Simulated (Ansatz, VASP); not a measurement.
One calculation of ZnSe, two programs

File INCAR:

```
PREC = Accurate ; ENCUT = 520
EDIFF = 1E-7 ; ISMEAR = 0
SIGMA = 0.01 ; LREAL = False
LASPH = True ; NELM = 60
ALGO = Normal ; ISIF = 2
LWAVE = False ; LCHARG = False
GGA = PS ; NBANDS = 16
```

KPOINTS

```
Automatic mesh
0
Gamma
  8 8 8
```

Contents of POSCAR:

```
ZnSe
1.0
    0.0000000000      2.8352537814      2.8352537814
    2.8352537814      0.0000000000      2.8352537814
    2.8352537814      2.8352537814      0.0000000000
Zn Se
1 1
Direct
    0.0000000000      0.0000000000      0.0000000000
    0.7500000000      0.7500000000      0.7500000000
```

Input for Ansatz:

```yaml
crystal:
  lattice:
    - [0.0, 2.8352537814, 2.8352537814]
    - [2.8352537814, 0.0, 2.8352537814]
    - [2.8352537814, 2.8352537814, 0.0]
  atoms:
    - { symbol: Zn, position: [0.0, 0.0, 0.0] }
    - { symbol: Se, position: [0.75, 0.75, 0.75] }
basis:
  ecutwfc: 420
kpoints:
  mp_grid: { grid: [8, 8, 8] }
hamiltonian:
  xc: pbesol
scf:
  occupations: { method: fixed }
output:
  forces: true
  stress: true
  eigenvalues: true
```

Alike in both runs: task single point; functional PBEsol; k mesh 8 × 8 × 8; no spin polarisation.

|  | VASP | Ansatz |
| --- | --- | --- |
| version | VASP 6.6.1 | Ansatz 0.2.0 |
| potentials or method | VASP PAW PBE potentials, release 64 (Zn, Se), cutoff 520 eV | scalar-relativistic, plane waves, PAW |
| occupations | gaussian, width 0.01 eV | fixed |
| valence electrons in the cell | 18 | 28 |

|  | VASP | Ansatz | Ansatz less VASP |
| --- | --- | --- | --- |
| gap on the k mesh at the Fermi level (eV) | 1.16 | 1.16 | -0.003 |
| least direct gap on the mesh (eV) | 1.16 | 1.16 | -0.003 |
| pressure (GPa) | -1.0 | -1.2 | -0.26 |

VASP's potentials were made for PBE, not for PBEsol. VASP's potentials hold 18 valence electrons a cell and Ansatz's 28, so a difference there can come from the potentials and not from the codes.
